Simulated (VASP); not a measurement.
# KCl (Sylvite) (Fm-3m) in VASP: notebook

KCl (Sylvite) is run at these levels: LDA, PBE exchange alone, PBEsol+D4, BLYP+D3(BJ); tasks: vibrations by perturbation theory, electric field gradients, phonons, density of states.

All numbers are computed with VASP 6.6.1; they aren't measurements. Logs are shortened: lines on timing, memory, paths and dates and some standing lists are left out, and cuts for length are marked.

### Step 1. The cell of the first run

The structure is cubic, space group Fm-3m (No. 225). The conventional cell has a = 6.293 Å, b = 6.293 Å, c = 6.293 Å, α = 90.00°, β = 90.00°, γ = 90.00°. Within 4.1 Å of K (site symmetry m-3m) lie 6 Cl at 3.15 Å. Within 4.1 Å of Cl (site symmetry m-3m) lie 6 K at 3.15 Å.

### Step 2. Vibrations by perturbation theory, LDA

File INCAR:

```
SYSTEM = KCl
  ALGO = Normal
  EDIFF = 1E-8
  ENCUT = 520
  IBRION = 8
  ISIF = 2
  ISMEAR = 0
  LASPH = .TRUE.
  LCHARG = .FALSE.
  LEPSILON = .TRUE.
  LREAL = .FALSE.
  LWAVE = .FALSE.
  NELM = 60
  NSW = 1
  PREC = Accurate
  SIGMA = 0.01
```

File KPOINTS:

```
k-points
0
G
  6 6 6
  0 0 0
```

File POSCAR:

```
KCl
1.0
    0.0000000000      3.1464700000      3.1464700000
    3.1464700000      0.0000000000      3.1464700000
    3.1464700000      3.1464700000      0.0000000000
K Cl
1 1
Direct
    0.0000000000      0.0000000000      0.0000000000
    0.5000000000      0.5000000000      0.5000000000
```

Potentials or basis: VASP PAW LDA potentials, release 64 (K_sv, Cl).

The run is started by

```bash
$ cat potpaw_LDA.64/K_sv/POTCAR potpaw_LDA.64/Cl/POTCAR > POTCAR
$ mpirun -np 1 vasp_std > vasp.out
```

OUTCAR:

```text
SYSTEM = KCl
   EDIFF = 1E-8
   ENCUT = 520
   IBRION = 8
   ISIF = 2
   ISMEAR = 0
   LASPH = .TRUE.
   LEPSILON = .TRUE.
   LREAL = .FALSE.
   NELM = 60
   NSW = 1
   PREC = Accurate

 ion  position               nearest neighbor table
   1  0.000  0.000  0.000-   2 3.15   2 3.15   2 3.15   2 3.15   2 3.15   2 3.15
   2  0.500  0.500  0.500-   1 3.15   1 3.15   1 3.15   1 3.15   1 3.15   1 3.15

  LATTYP: Found a face centered cubic cell.
 ALAT       =     6.2929400000

  Lattice vectors:

 A1 = (   0.0000000000,   3.1464700000,   3.1464700000)
 A2 = (   3.1464700000,   0.0000000000,   3.1464700000)
 A3 = (   3.1464700000,   3.1464700000,   0.0000000000)

Analysis of symmetry for initial positions (statically):
=====================================================================
 Subroutine PRICEL returns:
 Original cell was already a primitive cell.

 Routine SETGRP: Setting up the symmetry group for a
 face centered cubic supercell.

 Subroutine GETGRP returns: Found 48 space group operations
 (whereof 48 operations were pure point group operations)
 out of a pool of 48 trial point group operations.

The static configuration has the point symmetry O_h .

Analysis of symmetry for dynamics (positions and initial velocities):
=====================================================================
 Subroutine PRICEL returns:
 Original cell was already a primitive cell.

 Routine SETGRP: Setting up the symmetry group for a
 face centered cubic supercell.

 Subroutine GETGRP returns: Found 48 space group operations
 (whereof 48 operations were pure point group operations)
 out of a pool of 48 trial point group operations.

The dynamic configuration has the point symmetry O_h .

 Subroutine INISYM returns: Found 48 space group operations
 (whereof 48 operations are pure point group operations),
 and found     1 'primitive' translations

----------------------------------------------------------------------------------------

                                     Primitive cell

  volume of cell :      62.3018

  direct lattice vectors                    reciprocal lattice vectors
     0.000000000  3.146470000  3.146470000    -0.158908237  0.158908237  0.158908237
     3.146470000  0.000000000  3.146470000     0.158908237 -0.158908237  0.158908237
     3.146470000  3.146470000  0.000000000     0.158908237  0.158908237 -0.158908237

  length of vectors
     4.449780548  4.449780548  4.449780548     0.275237140  0.275237140  0.275237140

  position of ions in fractional coordinates (direct lattice)
[... 8 lines left out ...]
----------------------------------------------------------------------------------------

 KPOINTS: k-points

Automatic generation of k-mesh.
 Grid dimensions read from file:
 generate k-points for:    6    6    6

 Generating k-lattice:

  Cartesian coordinates                     Fractional coordinates (reciprocal lattice)
    -0.026484706  0.026484706  0.026484706     0.166666667  0.000000000  0.000000000
     0.026484706 -0.026484706  0.026484706     0.000000000  0.166666667  0.000000000
     0.026484706  0.026484706 -0.026484706     0.000000000  0.000000000  0.166666667

  Length of vectors
     0.045872857  0.045872857  0.045872857

  Shift w.r.t. Gamma in fractional coordinates (k-lattice)
     0.000000000  0.000000000  0.000000000

 Subroutine IBZKPT returns following result:
 ===========================================

 Found     16 irreducible k-points:

 Following reciprocal coordinates:
            Coordinates               Weight
  0.000000  0.000000  0.000000      1.000000
  0.166667  0.000000  0.000000      8.000000
  0.333333  0.000000  0.000000      8.000000
  0.500000  0.000000  0.000000      4.000000
[... 330 lines left out ...]
  energy-cutoff  :      520.00
  volume of cell :       62.30
      direct lattice vectors                 reciprocal lattice vectors
     0.000000000  3.146470000  3.146470000    -0.158908237  0.158908237  0.158908237
     3.146470000  0.000000000  3.146470000     0.158908237 -0.158908237  0.158908237
     3.146470000  3.146470000  0.000000000     0.158908237  0.158908237 -0.158908237

 POSITION                                       TOTAL-FORCE (eV/Angst)
 -----------------------------------------------------------------------------------
      0.00000      0.00000      0.00000        -0.000000     -0.000000     -0.000000
      3.14647      3.14647      3.14647         0.000000      0.000000      0.000000
 -----------------------------------------------------------------------------------
    total drift:                                0.000000      0.000000      0.000000

  FREE ENERGIE OF THE ION-ELECTRON SYSTEM (eV)
  ---------------------------------------------------
  free  energy   TOTEN  =        -7.3697651279 eV

  energy  without entropy=       -7.3697651279  energy(sigma->0) =       -7.36976513

 HEAD OF MICROSCOPIC STATIC DIELECTRIC TENSOR (INDEPENDENT PARTICLE, excluding Hartree and local field effects)
 ------------------------------------------------------
           2.691698     0.000000     0.000000
           0.000000     2.691698     0.000000
          -0.000000    -0.000000     2.691698
 ------------------------------------------------------

 Free energy of the ion-electron system (eV)
  ---------------------------------------------------
  ---------------------------------------------------
  free energy    TOTEN  =        -0.26490008 eV

  energy without entropy =       -0.26490008

------------------------ aborting loop because EDIFF is reached ----------------------------------------

--------------------------------------- Ionic step        2  -------------------------------------------

------------------------ aborting loop because EDIFF is reached ----------------------------------------

--------------------------------------- Ionic step        3  -------------------------------------------

------------------------ aborting loop because EDIFF is reached ----------------------------------------

 PIEZOELECTRIC TENSOR FIELD DIRECTION 3  (e Angst)
 -----------------------------------------------------------------------------
    -0.00007  0.00000  0.00000           ( -0.00000  0.00000  0.00000)
     0.00000 -0.00007 -0.00000           (  0.00000 -0.00000 -0.00000)
     0.00000 -0.00000 -0.00080           (  0.00000 -0.00000  0.00000)

 PIEZOELECTRIC TENSOR FIELD DIRECTION 3  (C/m^2)
 -----------------------------------------------------------------------------
    -0.00002  0.00000  0.00000
     0.00000 -0.00002 -0.00000
     0.00000 -0.00000 -0.00021

--------------------------------------- Ionic step        4  -------------------------------------------

------------------------ aborting loop because EDIFF is reached ----------------------------------------

[... ionic steps 5 to 6 ...]

--------------------------------------- Ionic step        7  -------------------------------------------

 Free energy of the ion-electron system (eV)
  ---------------------------------------------------
  ---------------------------------------------------
  free energy    TOTEN  =        -0.19466475 eV

  energy without entropy =       -0.19466475

------------------------ aborting loop because EDIFF is reached ----------------------------------------

 INTERNAL STRAIN TENSOR  FOR ION    2  DIRECTION 1   (eV/Angst):
 -----------------------------------------------------------------------------
     0.01177  0.00000 -0.00000
    -0.00000 -0.00407  0.00000
     0.00000  0.00000 -0.00407

 MACROSCOPIC STATIC DIELECTRIC TENSOR (including local field effects in DFT)
 ------------------------------------------------------
           2.397909     0.000000     0.000000
           0.000000     2.397909    -0.000000
           0.000000    -0.000000     2.397909
 ------------------------------------------------------

 PIEZOELECTRIC TENSOR (including local field effects)  for field in x, y, z        (e  Angst)
          XX          YY          ZZ          XY          YZ          ZX
  --------------------------------------------------------------------------------
  x     0.00000     0.00000     0.00000     0.00000     0.00000     0.00000
  y     0.00000     0.00000     0.00000     0.00000     0.00000     0.00000
  z     0.00000     0.00000     0.00000     0.00000     0.00000     0.00000

 PIEZOELECTRIC TENSOR (including local field effects)  for field in x, y, z        (C/m^2)
          XX          YY          ZZ          XY          YZ          ZX
  --------------------------------------------------------------------------------
  x     0.00000     0.00000     0.00000     0.00000     0.00000     0.00000
  y     0.00000     0.00000     0.00000     0.00000     0.00000     0.00000
  z     0.00000     0.00000     0.00000     0.00000     0.00000     0.00000

 BORN EFFECTIVE CHARGES (including local field effects) (in |e|, cummulative output)
 ---------------------------------------------------------------------------------
 ion    1
    1     1.12306     0.00000    -0.00000
    2    -0.00000     1.12306    -0.00000
    3     0.00000    -0.00000     1.12306
 ion    2
    1    -1.12306    -0.00000     0.00000
    2     0.00000    -1.12306     0.00000
    3    -0.00000     0.00000    -1.12306

 INTERNAL STRAIN TENSOR FOR ION    2 for displacements in x,y,z  (eV/Angst):
          X           Y           Z          XY          YZ          ZX
  --------------------------------------------------------------------------------
  x     0.00000     0.00000     0.00000     0.00000     0.00000     0.00000
  y     0.00000     0.00000     0.00000     0.00000     0.00000     0.00000
  z     0.00000     0.00000     0.00000     0.00000     0.00000     0.00000

 SECOND DERIVATIVES (NOT SYMMETRIZED)
 ------------------------------------
               1X          1Y          1Z          2X          2Y          2Z
  1X    -1.067546    0.000000    0.000000    1.067546    0.000000    0.000000
  1Y     0.000000   -1.067546    0.000000    0.000000    1.067546    0.000000
  1Z     0.000000    0.000000   -1.067546    0.000000    0.000000    1.067546
  2X     1.067916    0.000000    0.000000   -1.067916    0.000000    0.000000
  2Y     0.000000    1.067916    0.000000    0.000000   -1.067916    0.000000
  2Z     0.000000    0.000000    1.067916    0.000000    0.000000   -1.067916

 Eigenvectors and eigenvalues of the dynamical matrix
 ----------------------------------------------------

   1 f  =    3.746334 THz    23.538911 2PiTHz  124.964250 cm-1    15.493585 meV
             X         Y         Z           dx          dy          dz
      0.000000  0.000000  0.000000     0.000000    0.689541    0.000000
      3.146470  3.146470  3.146470     0.000000   -0.724246    0.000000
[... 21 lines left out ...]
   6 f/i=    0.000325 THz     0.002040 2PiTHz    0.010831 cm-1     0.001343 meV
             X         Y         Z           dx          dy          dz
      0.000000  0.000000  0.000000     0.000000    0.000000    0.724246
      3.146470  3.146470  3.146470     0.000000    0.000000    0.689541

--------------------------------------------------------------------------------------------------------

 MACROSCOPIC STATIC DIELECTRIC TENSOR IONIC CONTRIBUTION
 ------------------------------------------------------
           3.430925    -0.000000    -0.000000
          -0.000000     3.430925    -0.000000
          -0.000000    -0.000000     3.430925
 ------------------------------------------------------

 ELASTIC MODULI CONTR FROM IONIC RELAXATION (kBar)
 Direction    XX          YY          ZZ          XY          YZ          ZX
 --------------------------------------------------------------------------------
 XX           0.0000      0.0000      0.0000      0.0000      0.0000      0.0000
 YY           0.0000      0.0000      0.0000      0.0000      0.0000      0.0000
 ZZ           0.0000      0.0000      0.0000      0.0000      0.0000      0.0000
 XY           0.0000      0.0000      0.0000      0.0000      0.0000      0.0000
 YZ           0.0000      0.0000      0.0000      0.0000      0.0000      0.0000
 ZX           0.0000      0.0000      0.0000      0.0000      0.0000      0.0000
 --------------------------------------------------------------------------------

 PIEZOELECTRIC TENSOR IONIC CONTR  for field in x, y, z        (C/m^2)
          XX          YY          ZZ          XY          YZ          ZX
  --------------------------------------------------------------------------------
  x     0.00000     0.00000     0.00000     0.00000     0.00000     0.00000
  y     0.00000     0.00000     0.00000     0.00000     0.00000     0.00000
  z     0.00000     0.00000     0.00000     0.00000     0.00000     0.00000
```

Wall time 3.6 min (1 thread of Intel Xeon Platinum 8488C (Sapphire Rapids), shared host); peak memory 0.24 GiB.

Results:

- Electronic dielectric tensor (diagonal): 2.40
- Born charges (mean of the diagonal): K +1.12; Cl -1.12 e
- Highest phonon frequency at Γ, LO-TO splitting left out: 125 cm⁻¹

Phonon frequencies in cm⁻¹ (negative: imaginary):
```tsv
q point	frequencies
(0.000, 0.000, 0.000)	0 0 0 125 125 125
```

Electronic dielectric tensor:
```
2.40 0.00 0.00
0.00 2.40 0.00
0.00 0.00 2.40
```

Born effective charge tensors (e):
atom 1, K
```
1.12 0.00 0.00
0.00 1.12 0.00
0.00 0.00 1.12
```
atom 2, Cl
```
-1.12  0.00  0.00
 0.00 -1.12  0.00
 0.00  0.00 -1.12
```

Caveat: the cell wasn't relaxed at this level first, which shifts response properties.

### Step 3. Electric field gradients, PBE exchange alone (volume scaled by 1.25)

File INCAR:

```
PREC = Accurate ; ENCUT = 520
EDIFF = 1E-8 ; ISMEAR = -1
SIGMA = 0.025 ; LREAL = F
LASPH = T ; NELM = 80
ALGO = Normal ; ISIF = 2
LWAVE = F ; LCHARG = F
GGA = PE ; ALDAC = 0.0
AGGAC = 0.0 ; LEFG = T
NBANDS = 15
```

File KPOINTS:

```
Automatic mesh
0
Gamma
  7 7 7
```

File POSCAR:

```
KCl
1.0
    0.0000000000      3.3894320596      3.3894320596
    3.3894320596      0.0000000000      3.3894320596
    3.3894320596      3.3894320596      0.0000000000
K Cl
1 1
Direct
    0.0000000000      0.0000000000      0.0000000000
    0.5000000000      0.5000000000      0.5000000000
```

Potentials or basis: VASP PAW PBE potentials, release 64 (K_sv, Cl).

The run is started by

```bash
$ cat potpaw_PBE.64/K_sv/POTCAR potpaw_PBE.64/Cl/POTCAR > POTCAR
$ mpirun -np 1 vasp_std > vasp.out
```

OUTCAR:

```text
PREC = Accurate
   ENCUT = 520
   EDIFF = 1E-8
   ISMEAR = -1
   LREAL = F
   LASPH = T
   NELM = 80
   ISIF = 2
   GGA = PE

 ion  position               nearest neighbor table
   1  0.000  0.000  0.000-
   2  0.500  0.500  0.500-

  LATTYP: Found a face centered cubic cell.
 ALAT       =     6.7788641192

  Lattice vectors:

 A1 = (   0.0000000000,   3.3894320596,   3.3894320596)
 A2 = (   3.3894320596,   0.0000000000,   3.3894320596)
 A3 = (   3.3894320596,   3.3894320596,   0.0000000000)

Analysis of symmetry for initial positions (statically):
[... 562 lines left out ...]
  free  energy   TOTEN  =        -5.8646898690 eV

  energy  without entropy=       -5.8646898690  energy(sigma->0) =       -5.86468987

 Electric field gradients (V/A^2)
---------------------------------------------------------------------
 ion       V_xx      V_yy      V_zz      V_xy      V_xz      V_yz
---------------------------------------------------------------------
   1       0.000    -0.000    -0.000     0.000     0.000     0.000
   2       0.000    -0.000     0.000     0.000     0.000     0.000
---------------------------------------------------------------------

 Electric field gradients after diagonalization (V/A^2)
 (convention: |V_zz| > |V_xx| > |V_yy|)
----------------------------------------------------------------------
 ion       V_xx      V_yy      V_zz     asymmetry (V_yy - V_xx)/ V_zz
----------------------------------------------------------------------
   1      -0.000    -0.000     0.001       0.000
   2      -0.000    -0.000     0.000       0.000
----------------------------------------------------------------------

           NMR quadrupolar parameters

 Cq : quadrupolar parameter    Cq=e*Q*V_zz/h
 eta: asymmetry parameters     (V_yy - V_xx)/ V_zz
 Q  : nuclear electric quadrupole moment in mb (millibarn)
----------------------------------------------------------------------
 ion       Cq(MHz)       eta       Q (mb)
----------------------------------------------------------------------
   1       0.000       0.000       1.000
   2       0.000       0.000       1.000
----------------------------------------------------------------------
```

Wall time 36 s (1 thread of Oxide Virtual Turin-like, shared host); peak memory 0.17 GiB.

Results:

```yaml
Free_energy: -5.8647 eV
Pressure: -0.2 GPa
Band_gap_on_the_k_mesh: 4.33 eV, direct
```

Levels at points of the mesh, in eV from the valence-band top:
```csv
k point,band 6,band 7,band 8,band 9,band 10,band 11
"(0.00, 0.00, 0.00)",0.00,0.00,0.00,4.33,8.01,8.01
```

Caveat: without QUAD_EFG the Cq values of the log hold for a quadrupole moment of 1 mb, not for the nuclei. A k mesh can miss the band edges.

[end of part 1 of 2]
